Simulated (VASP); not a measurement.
**Cu: single point with LDA**

Cu, a slab with vacuum:

```
Cu
1.0
     2.48737    0.00000    0.00000
    -1.24369    2.15413    0.00000
     0.00000    0.00000   24.12370
Cu
5
Direct
  0.83333 0.16667 0.33261
  0.16667 0.83333 0.41587
  0.50000 0.50000 0.50000
  0.83333 0.16667 0.58413
  0.16667 0.83333 0.66739
```

```
Program             : VASP 6.6.1
Task                : single point
Functional          : LDA
Potentials or basis : VASP PAW LDA potentials, release 64 (Cu)
Cutoff              : 520 eV
k mesh              : 19 × 19 × 1
Occupations         : fermi-dirac, width 0.05 eV
Spin                : no spin polarisation
```

The largest force is 0.042 eV/Å and the band gap on the k mesh is zero (an odd number of electrons rules out a gap without spin polarisation).

Forces in eV/Å, atoms in the order of the input:
```
Cu   0.000  0.000 -0.042
Cu   0.000  0.000  0.009
Cu   0.000  0.000  0.002
Cu   0.000  0.000  0.004
Cu   0.000  0.000  0.027
```

Levels at points of the mesh, in eV from the Fermi level:
| k point | band 24 | band 25 | band 26 | band 27 | band 28 | band 29 | band 30 | band 31 | band 32 | band 33 |
| --- | --- | --- | --- | --- | --- | --- | --- | --- | --- | --- |
| (0.00, 0.00, 0.00) | -2.05 | -2.05 | -1.73 | -1.73 | -1.65 | -1.65 | -1.07 | -0.37 | 3.43 | 4.73 |

Wall time 4.4 min on 1 thread of AMD EPYC 9R45 96-Core Processor (Zen 5) (shared host), peak memory 0.23 GiB.
